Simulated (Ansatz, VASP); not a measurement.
**AlP in VASP and in Ansatz**

```xyz
2
Lattice="0.0000 2.7537 2.7537 2.7537 0.0000 2.7537 2.7537 2.7537 0.0000" Properties=species:S:1:pos:R:3 pbc="T T T"
Al    0.0000    0.0000    0.0000
P     1.3768    1.3768    1.3768
```

Alike in both runs: functional PBE; k mesh 8 × 8 × 8; occupations gaussian, width 0.02 eV; no spin polarisation.

Ansatz relaxed the structure, and its values are those at the end. VASP's run is a single point on that final structure, the one shown.

```csv
,VASP,Ansatz
version,VASP 6.6.1,Ansatz 0.2.0
potentials or method,"VASP PAW PBE potentials, release 64 (Al, P), cutoff 500 eV","scalar-relativistic, plane waves, PAW"
valence electrons in the cell,8,8
```

Ansatz gave:

| Property | Result |
| --- | --- |
| gap on the k mesh at the Fermi level (eV) | 1.63 |
| least direct gap on the mesh (eV) | 3.09 |
| pressure (GPa) | 0.0 |

Q: Estimate VASP's values.

A: gap on the k mesh at the Fermi level (eV): 1.63; least direct gap on the mesh (eV): 3.09; pressure (GPa): -0.1.
